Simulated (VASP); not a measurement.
Runs of VASP 6.6.1 on C. The structure is that of space group P6_3/mmc (No. 194), or close to it. The cells are those of the table. 

```csv
task,cell,k mesh,cutoff (eV),gap on the mesh (eV),pressure (GPa),relaxed volume (Å³/atom)
single point,"a = 1.718, b = 1.718, c = 7.726 Å, angles 90.0, 90.0, 120.0°, 2 atoms",36 × 36 × 8,520,none,-0.1,-
relaxation of cell and atoms,"relaxed from a = 2.098, b = 2.098, c = 3.688 Å, angles 90.0, 90.0, 120.0°, 2 atoms",30 × 30 × 16,600,none,0.0,7.05
single point,"a = 1.715, b = 1.715, c = 8.244 Å, angles 90.0, 90.0, 120.0°, 2 atoms",30 × 30 × 16,520,none,-0.1,-
relaxation of cell and atoms,"relaxed from a = 1.715, b = 1.715, c = 8.244 Å, angles 90.0, 90.0, 120.0°, 2 atoms",36 × 36 × 8,600,none,-0.1,(a)
```

Alike in all rows: level PBE; potentials or basis VASP PAW PBE potentials, release 64 (C); no spin polarisation; smearing gaussian 0.1 eV.

Question: Estimate the missing entries.

Answer: (a) 9.33.

Caveats: this functional lacks dispersion, which binds the layers, so the pressure and a relaxed spacing across them are unreliable (at least some runs); a cell axis changed by over 15 % at a fixed basis, so the end point is rough (at least some runs).

A gap of «none» marks levels without a gap at the run's occupations.
